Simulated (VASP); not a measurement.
# Ir (Fm-3m) in VASP: a series of runs, part 2 of 2

VASP 6.6.1. Earlier steps stand in the parts before.

### Step 3. Single point, LDA

This run uses another cell than the first one, of 13.82 Å³/atom, 0.983 times its volume.

Input file INCAR:

```
SYSTEM = Ir
PREC = Accurate
ENCUT = 520
EDIFF = 1E-6
ISMEAR = -1
SIGMA = 0.05
LREAL = .FALSE.
LASPH = .TRUE.
NELM = 80
ALGO = Fast
ISIF = 2
LWAVE = .FALSE.
LCHARG = .FALSE.
GGA = CA
NBANDS = 10
```

Input file KPOINTS:

```
Automatic mesh
0
G
  12 12 12
  0 0 0
```

Input file POSCAR:

```
Ir
1.0
    0.0000000000      1.9048090381      1.9048090381
    1.9048090381      0.0000000000      1.9048090381
    1.9048090381      1.9048090381      0.0000000000
Ir
1
Direct
    0.0000000000      0.0000000000      0.0000000000
```

Potentials or basis: VASP PAW LDA potentials, release 64 (Ir).

On the command line:

```console
$ cat potpaw_LDA.64/Ir/POTCAR > POTCAR
$ mpirun -np 1 vasp_std > vasp.out
```

OUTCAR:

```text
SYSTEM = Ir
   PREC = Accurate
   ENCUT = 520
   EDIFF = 1E-6
   ISMEAR = -1
   LREAL = .FALSE.
   LASPH = .TRUE.
   NELM = 80
   ISIF = 2
   GGA = CA

 ion  position               nearest neighbor table
   1  0.000  0.000  0.000-

  LATTYP: Found a face centered cubic cell.
 ALAT       =     3.8096180762

  Lattice vectors:

 A1 = (   0.0000000000,   1.9048090381,   1.9048090381)
 A2 = (   1.9048090381,   0.0000000000,   1.9048090381)
 A3 = (   1.9048090381,   1.9048090381,   0.0000000000)

Analysis of symmetry for initial positions (statically):
[... 5 lines left out ...]
 face centered cubic supercell.

 Subroutine GETGRP returns: Found 48 space group operations
 (whereof 48 operations were pure point group operations)
 out of a pool of 48 trial point group operations.

The static configuration has the point symmetry O_h .

Analysis of symmetry for dynamics (positions and initial velocities):
[... 5 lines left out ...]
 face centered cubic supercell.

 Subroutine GETGRP returns: Found 48 space group operations
 (whereof 48 operations were pure point group operations)
 out of a pool of 48 trial point group operations.

The dynamic configuration has the point symmetry O_h .

 Subroutine INISYM returns: Found 48 space group operations
 (whereof 48 operations are pure point group operations),
 and found     1 'primitive' translations

----------------------------------------------------------------------------------------

                                     Primitive cell

  volume of cell :      13.8224

  direct lattice vectors                    reciprocal lattice vectors
     0.000000000  1.904809038  1.904809038    -0.262493505  0.262493505  0.262493505
     1.904809038  0.000000000  1.904809038     0.262493505 -0.262493505  0.262493505
     1.904809038  1.904809038  0.000000000     0.262493505  0.262493505 -0.262493505

  length of vectors
     2.693806775  2.693806775  2.693806775     0.454652087  0.454652087  0.454652087

  position of ions in fractional coordinates (direct lattice)
     0.000000000  0.000000000  0.000000000
[... 92 lines left out ...]
   EFERMI_NEDOS =   21; number of points for ismear=-14 and -15
   IALGO  =     68    algorithm
   IMIX   =      4    mixing-type and parameters
     AMIX     =   0.40;   BMIX     =  1.00
     AMIX_MAG =   1.60;   BMIX_MAG =  1.00
  volume/ion in A,a.u.               =      13.82        93.28
  Fermi-wavevector in a.u.,A,eV,Ry     =   1.418930  2.681388 27.393448  2.013362
  Thomas-Fermi vector in A             =   2.540004
   LORBIT       =      0    0 simple, 1 ext, 2 COOP (PROOUT), +10 PAW based schemes
   GGA     = CA    functional components
   LHFCALC =     F    Hartree Fock is set to
   AEXX    =    0.0000 exact exchange contribution
   IVDW    =     0    specifies the selected vdW correction
   LEPSILON=     F    determine dielectric tensor
   LRPA    =     F    only Hartree local field effects (RPA)
 non-spin polarized calculation
 RMM-DIIS sequential band-by-band and
  energy-cutoff  :      520.00
  volume of cell :       13.82
 maximum number of plane-waves:       388
   NGX =  9   NGY =  9   NGZ =  9

 number of electron       9.0000001 magnetization

 Free energy of the ion-electron system (eV)
  ---------------------------------------------------
  ext. energy  EPLUGINS =         0.00000000
  ---------------------------------------------------
  free energy    TOTEN  =       -10.34623572 eV

  energy without entropy =      -10.34172225  energy(sigma->0) =      -10.34397898

 E-fermi :  10.7604     XC(G=0): -14.2744

 val. band max:       10.7323831939   @ k =   0.3333   0.0833   0.0000
 cond. band min:      10.7613862824   @ k =  -0.2500   0.0833   0.0000
 fundamental gap:      0.0290030885
 Fermi energy:        10.7603670212

 k-point     1 :       0.0000    0.0000    0.0000
  band No.  band energies     occupation
      1      -0.6324      2.00000
      2       6.6652      2.00000
      3       6.6652      2.00000
      4       6.6652      2.00000
      5       9.4899      2.00000
      6       9.4899      2.00000
      7      25.0218      0.00000
      8      30.6963      0.00000
      9      30.6963      0.00000
     10      30.6963      0.00000
[... 287 lines left out ...]
 k-point    24 :      -0.4167    0.1667    0.0000
  band No.  band energies     occupation
      1       3.3293      2.00000
      2       5.7858      2.00000
      3       7.4261      2.00000
      4       7.6456      2.00000
      5      11.1903      0.00037
      6      14.6195      0.00000
      7      18.1839      0.00000
      8      26.1668      0.00000
      9      28.4876      0.00000
     10      30.5373      0.00000

 [... further k-points ...]
[... 5 lines left out ...]
  --------------------------------------------------------------------------------------
  -------------------------------------------------------------------------------------
  Total        0.2216150      0.2216150      0.2216150      0.0000000     -0.0000000      0.0000000
  in kB       25.6877138     25.6877138     25.6877138      0.0000000     -0.0000000      0.0000000
  external PRESSURE =      25.6877138 kB  Pullay stress =       0.0000000 kB

 VOLUME and BASIS-vectors are now :
 -----------------------------------------------------------------------------
  energy-cutoff  :      520.00
  volume of cell :       13.82
      direct lattice vectors                 reciprocal lattice vectors
     0.000000000  1.904809038  1.904809038    -0.262493505  0.262493505  0.262493505
     1.904809038  0.000000000  1.904809038     0.262493505 -0.262493505  0.262493505
     1.904809038  1.904809038  0.000000000     0.262493505  0.262493505 -0.262493505

 POSITION                                       TOTAL-FORCE (eV/Angst)
 -----------------------------------------------------------------------------------
      0.00000      0.00000      0.00000        -0.000000     -0.000000     -0.000000
 -----------------------------------------------------------------------------------
    total drift:                                0.000000      0.000000     -0.000000

  FREE ENERGIE OF THE ION-ELECTRON SYSTEM (eV)
  ---------------------------------------------------
  free  energy   TOTEN  =       -10.3462357161 eV

  energy  without entropy=      -10.3417222518  energy(sigma->0) =      -10.34397898
```

OSZICAR:

```text
N       E                     dE             d eps       ncg     rms          rms(c)
DAV:   1     0.486740783936E+02    0.48674E+02   -0.43890E+03  1448   0.830E+02
DAV:   2    -0.100248549815E+02   -0.58699E+02   -0.56346E+02  1470   0.201E+02
DAV:   3    -0.109493378049E+02   -0.92448E+00   -0.92261E+00  1688   0.311E+01
DAV:   4    -0.109580836664E+02   -0.87459E-02   -0.87441E-02  1648   0.273E+00
DAV:   5    -0.109582576159E+02   -0.17395E-03   -0.17394E-03  1648   0.365E-01    0.167E+01
RMM:   6    -0.104455651726E+02    0.51269E+00   -0.39656E-01  1502   0.790E+00    0.645E+00
RMM:   7    -0.103514287837E+02    0.94136E-01   -0.18271E-01  1526   0.382E+00    0.153E+00
RMM:   8    -0.103520925869E+02   -0.66380E-03   -0.22330E-02  1785   0.189E+00    0.146E+00
RMM:   9    -0.103513236523E+02    0.76893E-03   -0.65022E-03  1810   0.782E-01    0.831E-01
RMM:  10    -0.103466048626E+02    0.47188E-02   -0.38807E-03  1538   0.996E-01    0.822E-01
RMM:  11    -0.103466452198E+02   -0.40357E-04   -0.47424E-04  1611   0.171E-01    0.577E-01
RMM:  12    -0.103465786889E+02    0.66531E-04   -0.48658E-05  1890   0.606E-02    0.521E-01
RMM:  13    -0.103464886181E+02    0.90071E-04   -0.19770E-05  1687   0.542E-02    0.459E-01
RMM:  14    -0.103462653689E+02    0.22325E-03   -0.29575E-04  2420   0.207E-01    0.172E-01
RMM:  15    -0.103462347079E+02    0.30661E-04   -0.66951E-05  2011   0.104E-01    0.374E-02
RMM:  16    -0.103462353525E+02   -0.64461E-06   -0.10826E-05  1829   0.305E-02    0.973E-03
RMM:  17    -0.103462357161E+02   -0.36359E-06   -0.19851E-06  1030   0.164E-02
   1 F= -.10346236E+02 E0= -.10343979E+02  d E =-.451346E-02
```

Wall time 7.2 s (1 thread of Intel Xeon Platinum 8488C (Sapphire Rapids), shared host); peak memory 0.12 GiB.

What came out:

| Item | Value |
| --- | --- |
| Free energy | -10.3462 eV |
| Pressure | 2.6 GPa |

Caveat: spin-orbit coupling is left out, which moves the levels of the heavy elements.

### Step 4. Single point, PBEsol

Input file INCAR:

```
PREC = Accurate
ENCUT = 520
EDIFF = 1E-6
ISMEAR = -1
SIGMA = 0.05
LREAL = F
LASPH = T
NELM = 80
ALGO = Fast
ISIF = 2
LWAVE = F
LCHARG = T
GGA = PS
LELF = T
LVHAR = T
NBANDS = 10
```

Input file KPOINTS:

```
regular mesh
0
Gamma
  12 12 12
```

Input file POSCAR:

```
Ir
1.0
    0.0000000000      1.9144763337      1.9144763337
    1.9144763337      0.0000000000      1.9144763337
    1.9144763337      1.9144763337      0.0000000000
Ir
1
Direct
    0.0000000000      0.0000000000      0.0000000000
```

Potentials or basis: VASP PAW PBE potentials, release 64 (Ir).

On the command line:

```console
$ cat potpaw_PBE.64/Ir/POTCAR > POTCAR
$ mpirun -np 1 vasp_std > vasp.out
```

Run time: 7.8 s. Hardware: 1 thread of Intel Xeon Platinum 8488C (Sapphire Rapids), shared host; peak memory 0.13 GiB.

It converged, with:

* Free energy: -9.8407 eV
* Pressure: 0.9 GPa

Levels at points of the mesh, in eV from the Fermi level:
```csv
k point,band 1,band 2,band 3,band 4,band 5,band 6,band 7,band 8
"(0.00, 0.00, 0.00)",-11.31,-3.99,-3.99,-3.99,-1.24,-1.24,14.27,19.89
"(0.50, 0.00, 0.00)",-8.26,-4.09,-4.09,-0.88,0.88,0.88,7.27,13.80
"(0.50, 0.50, 0.00)",-8.07,-7.49,0.86,1.46,1.46,1.61,10.54,11.66
```

Caveat: the PAW data sets were made with another functional, which shifts forces and pressure a little; spin-orbit coupling is left out, which moves the levels of the heavy elements.

### Step 5. Relaxation of cell and atoms, PBEsol

Input file INCAR:

```
SYSTEM = Ir
PREC = Accurate
ENCUT = 600
EDIFF = 1E-7
ISMEAR = -1
SIGMA = 0.05
LREAL = .False.
LASPH = .True.
NELM = 80
ALGO = Normal
ISIF = 3
LWAVE = .False.
LCHARG = .False.
GGA = PS
IBRION = 2
NSW = 60
EDIFFG = -0.01
```

Input file KPOINTS:

```
regular mesh
0
Gamma
  12 12 12
  0 0 0
```

Input file POSCAR:

```
Ir
1.0
    0.0000000000      1.9156000000      1.9156000000
    1.9156000000      0.0000000000      1.9156000000
    1.9156000000      1.9156000000      0.0000000000
Ir
1
Direct
    0.0000000000      0.0000000000      0.0000000000
```

Potentials or basis: VASP PAW PBE potentials, release 64 (Ir).

On the command line:

```console
$ cat potpaw_PBE.64/Ir/POTCAR > POTCAR
$ mpirun -np 1 vasp_std > vasp.out
```

OUTCAR:

```text
SYSTEM = Ir
   PREC = Accurate
   ENCUT = 600
   EDIFF = 1E-7
   ISMEAR = -1
   LREAL = .False.
   LASPH = .True.
   NELM = 80
   ISIF = 3
   GGA = PS
   IBRION = 2
   NSW = 60
   EDIFFG = -0.01

 ion  position               nearest neighbor table
   1  0.000  0.000  0.000-

  LATTYP: Found a face centered cubic cell.
 ALAT       =     3.8312000000

  Lattice vectors:

 A1 = (   0.0000000000,   1.9156000000,   1.9156000000)
 A2 = (   1.9156000000,   0.0000000000,   1.9156000000)
 A3 = (   1.9156000000,   1.9156000000,   0.0000000000)

Analysis of symmetry for initial positions (statically):
[... 5 lines left out ...]
 face centered cubic supercell.

 Subroutine GETGRP returns: Found 48 space group operations
 (whereof 48 operations were pure point group operations)
 out of a pool of 48 trial point group operations.

The static configuration has the point symmetry O_h .

Analysis of symmetry for dynamics (positions and initial velocities):
[... 5 lines left out ...]
 face centered cubic supercell.

 Subroutine GETGRP returns: Found 48 space group operations
 (whereof 48 operations were pure point group operations)
 out of a pool of 48 trial point group operations.

The dynamic configuration has the point symmetry O_h .

 Subroutine INISYM returns: Found 48 space group operations
 (whereof 48 operations are pure point group operations),
 and found     1 'primitive' translations

----------------------------------------------------------------------------------------

                                     Primitive cell

  volume of cell :      14.0587

  direct lattice vectors                    reciprocal lattice vectors
     0.000000000  1.915600000  1.915600000    -0.261014826  0.261014826  0.261014826
     1.915600000  0.000000000  1.915600000     0.261014826 -0.261014826  0.261014826
     1.915600000  1.915600000  0.000000000     0.261014826  0.261014826 -0.261014826

  length of vectors
     2.709067500  2.709067500  2.709067500     0.452090940  0.452090940  0.452090940
[... 105 lines left out ...]
   LHFCALC =     F    Hartree Fock is set to
   AEXX    =    0.0000 exact exchange contribution
   IVDW    =     0    specifies the selected vdW correction
   LEPSILON=     F    determine dielectric tensor
   LRPA    =     F    only Hartree local field effects (RPA)
 conjugate gradient relaxation of ions
 non-spin polarized calculation
  energy-cutoff  :      600.00
  volume of cell :       14.06
 maximum number of plane-waves:       495
 NGX is ok and might be reduce to    24
   NGX = 11   NGY = 11   NGZ = 11

--------------------------------------- Ionic step        1  -------------------------------------------

 number of electron       9.0000000 magnetization

 Free energy of the ion-electron system (eV)
  ---------------------------------------------------
  ext. energy  EPLUGINS =         0.00000000
  ---------------------------------------------------
  free energy    TOTEN  =        -9.84082155 eV

  energy without entropy =       -9.83606370  energy(sigma->0) =       -9.83844262

------------------------ aborting loop because EDIFF is reached ----------------------------------------

  FORCE on cell =-STRESS in cart. coord.  units (eV):
  Direction    XX          YY          ZZ          XY          YZ          ZX
  --------------------------------------------------------------------------------------
  -------------------------------------------------------------------------------------
  Total        0.0335072      0.0335072      0.0335072     -0.0000000      0.0000000     -0.0000000
  in kB        3.8186033      3.8186033      3.8186033     -0.0000000      0.0000000     -0.0000000
  external PRESSURE =       3.8186033 kB  Pullay stress =       0.0000000 kB
[... 57 lines left out ...]
--------------------------------------- Ionic step        3  -------------------------------------------

 number of electron       9.0000000 magnetization

 Free energy of the ion-electron system (eV)
  ---------------------------------------------------
  ext. energy  EPLUGINS =         0.00000000
  ---------------------------------------------------
  free energy    TOTEN  =        -9.84083698 eV

  energy without entropy =       -9.83607105  energy(sigma->0) =       -9.83845401

 E-fermi :  10.3726     XC(G=0): -14.1336

 val. band max:       10.3483602926   @ k =   0.3333   0.0833   0.0000
 cond. band min:      10.3732798668   @ k =  -0.2500   0.0833   0.0000
 fundamental gap:      0.0249195742
 Fermi energy:        10.3725648182

 k-point     1 :       0.0000    0.0000    0.0000
  band No.  band energies     occupation
      1      -0.9094      2.00000
      2       6.4016      2.00000
      3       6.4016      2.00000
      4       6.4016      2.00000
      5       9.1367      2.00000
      6       9.1367      2.00000
      7      24.6509      0.00000
      8      30.2516      0.00000
[... 243 lines left out ...]
 k-point    24 :      -0.4167    0.1667    0.0000
  band No.  band energies     occupation
      1       3.0909      2.00000
      2       5.5289      2.00000
      3       7.1362      2.00000
      4       7.2959      2.00000
      5      10.7956      0.00042
      6      14.1157      0.00000
      7      17.5921      0.00000
      8      25.6550      0.00000

 [... further k-points ...]
[... 5 lines left out ...]
  --------------------------------------------------------------------------------------
  -------------------------------------------------------------------------------------
  Total        0.0003226      0.0003226      0.0003226      0.0000000      0.0000000      0.0000000
  in kB        0.0367308      0.0367308      0.0367308      0.0000000      0.0000000      0.0000000
  external PRESSURE =       0.0367308 kB  Pullay stress =       0.0000000 kB
[... 16 lines left out ...]
  FREE ENERGIE OF THE ION-ELECTRON SYSTEM (eV)
  ---------------------------------------------------
  free  energy   TOTEN  =        -9.8408369822 eV

  energy  without entropy=       -9.8360710463  energy(sigma->0) =       -9.83845401

 reached required accuracy - stopping structural energy minimisation
```

OSZICAR:

```text
N       E                     dE             d eps       ncg     rms          rms(c)
DAV:   1     0.483115298351E+02    0.48312E+02   -0.49269E+03  1152   0.116E+03
DAV:   2    -0.974729432709E+01   -0.58059E+02   -0.56034E+02  1160   0.218E+02
[... 17 lines left out ...]
   2 F= -.98405774E+01 E0= -.98381781E+01  d E =0.244137E-03
       N       E                     dE             d eps       ncg     rms          rms(c)
DAV:   1    -0.984159242461E+01   -0.10151E-02   -0.28983E-02  1224   0.283E+00    0.267E-01
DAV:   2    -0.984090585168E+01    0.68657E-03   -0.17677E-03  1264   0.585E-01    0.901E-02
DAV:   3    -0.984083528054E+01    0.70571E-04   -0.32189E-04  1352   0.228E-01    0.267E-02
DAV:   4    -0.984083699413E+01   -0.17136E-05   -0.81365E-06  1520   0.290E-02    0.161E-03
DAV:   5    -0.984083698220E+01    0.11926E-07   -0.74507E-08  1112   0.316E-03
   3 F= -.98408370E+01 E0= -.98384540E+01  d E =-.154301E-04
```

Wall time 11 s (1 thread of Intel Xeon Platinum 8488C (Sapphire Rapids), shared host); peak memory 0.15 GiB.

Results:

```
Free energy                            : -9.8408 eV
Relaxed volume                         : 14.07 Å³/atom
Relaxed cell                           : a = 2.710 Å, b = 2.710 Å, c = 2.710 Å, α = 60.00°, β = 60.00°, γ = 60.00°
Space group after relaxing (to 0.05 Å) : Fm-3m (No. 225)
Energy gained by relaxing              : 0.0 meV/atom
Ionic steps                            : 3
Pressure after relaxing                : 0.0 GPa
```

Final structure:
```
Ir
1.0
     0.00000    1.91620    1.91620
     1.91620    0.00000    1.91620
     1.91620    1.91620    0.00000
Ir
1
Direct
  0.00000 0.00000 0.00000
```

Caveat: the PAW data sets were made with another functional, which shifts forces and pressure a little; spin-orbit coupling is left out, which moves the levels of the heavy elements.

### Step 6. Single point, LDA, non-collinear spin, zero start, spin-orbit coupling

Input file INCAR:

```
SYSTEM = Ir
PREC     = Accurate       ! precision mode
ENCUT    = 520            ! plane-wave cutoff, eV
EDIFF    = 1E-6           ! SCF threshold, eV
ISMEAR   = -1             ! smearing method
SIGMA    = 0.05           ! smearing width, eV
LREAL    = .FALSE.        ! projectors in reciprocal space
LASPH    = .TRUE.         ! aspherical terms in the spheres
NELM     = 150            ! most SCF steps
ALGO     = Normal         ! electronic algorithm
ISIF     = 2              ! what is computed and relaxed
LWAVE    = .FALSE.        ! write WAVECAR
LCHARG   = .FALSE.        ! write CHGCAR
MAGMOM   = 0 0 0          ! initial moments
LORBIT   = 11             ! projections on sites
LSORBIT  = .TRUE.         ! spin-orbit coupling
GGA_COMPAT= .FALSE.      
LORBMOM  = .TRUE.       
LMAXMIX  = 4              ! l up to which the mixer works
NBANDS   = 20             ! bands
```

Input file KPOINTS:

```
Automatic mesh
0
G
  9 9 9
  0 0 0
```

POSCAR is that of step 5.

Potentials or basis: VASP PAW LDA potentials, release 64 (Ir).

On the command line:

```console
$ cat potpaw_LDA.64/Ir/POTCAR > POTCAR
$ mpirun -np 1 vasp_ncl > vasp.out
```

Run time: 12 s. Hardware: 1 thread of Intel Xeon Platinum 8488C (Sapphire Rapids), shared host; peak memory 0.15 GiB.

It converged, with:

- Free energy: -10.7469 eV
- Pressure: -3.2 GPa
- Net moment: 0.00 μB per cell
- Valence electrons inside the program's atomic spheres: Ir 8.44

Moments on the atoms (μB; x, y, z):
```
Ir  0.00 0.00 0.00
```

### Step 7. Summary

```csv
task,level,potentials or basis,spin,cell,k mesh,cutoff (eV),gap on the mesh (eV),pressure (GPa)
single point,PBEsol,"VASP PAW PBE potentials, release 64 (Ir)",off,"a = 2.709 Å, angles 60.0°, 1 atom",12 × 12 × 12,520,none,0.3
single point,LDA,"VASP PAW LDA potentials, release 64 (Ir)",off,"a = 2.694 Å, angles 60.0°, 1 atom",12 × 12 × 12,520,none,2.6
single point,PBEsol,"VASP PAW PBE potentials, release 64 (Ir)",off,"a = 2.707 Å, angles 60.0°, 1 atom",12 × 12 × 12,520,none,0.9
relaxation of cell and atoms,PBEsol,"VASP PAW PBE potentials, release 64 (Ir)",off,"relaxed from a = 2.709 Å, angles 60.0°, 1 atom",12 × 12 × 12,600,none,0.0
single point,LDA,"VASP PAW LDA potentials, release 64 (Ir)","non-collinear, zero start, SOC","a = 2.709 Å, angles 60.0°, 1 atom",9 × 9 × 9,520,-,-3.2
```

Alike in all rows: smearing fermi-dirac 0.05 eV.

Caveats: spin-orbit coupling is left out, which moves the levels of the heavy elements (some runs); the PAW data sets were made with another functional, which shifts forces and pressure a little (some runs).

Absolute energies hang on the potentials; compare differences alone.
